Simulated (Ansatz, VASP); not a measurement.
MnS: VASP beside Ansatz

```
CELL_PARAMETERS angstrom
0.00000 2.61225 2.61225
2.61225 0.00000 2.61225
2.61225 2.61225 0.00000
ATOMIC_POSITIONS crystal
Mn 0.00000 0.00000 0.00000
S 0.50000 0.50000 0.50000
```

Alike in both runs: task single point; functional PBE; k mesh 6 × 6 × 6; occupations gaussian, width 0.05 eV; collinear spin; Hubbard terms Mn d U = 4.0 eV.

|  | VASP | Ansatz |
| --- | --- | --- |
| version | VASP 6.6.1 | Ansatz 0.2.0 |
| potentials or method | VASP PAW PBE potentials, release 64 (Mn_pv, S), cutoff 520 eV | scalar-relativistic, plane waves, PAW |
| valence electrons in the cell | 19 | 21 |

VASP gave:

```
gap on the k mesh at the Fermi level (eV)                     : 0.62
least direct gap on the mesh (eV)                             : 2.74
pressure (GPa)                                                : 3.5
net moment per atom (μB)                                      : 2.50
size of the moment on the site where the two differ most (μB) : 4.60
```

**Question.** Estimate Ansatz's values.

**Answer.** gap on the k mesh at the Fermi level (eV): 0.89; least direct gap on the mesh (eV): 2.59; pressure (GPa): 4.2; net moment per atom (μB): 2.50; size of the moment on the site where the two differ most (μB): 4.51.

Site moments also hang on the region over which each program counts them. The programs project onto different local orbitals, so the same U acts differently, and such runs can settle in different states. VASP's potentials hold 19 valence electrons a cell and Ansatz's 21, so a difference there can come from the potentials and not from the codes.
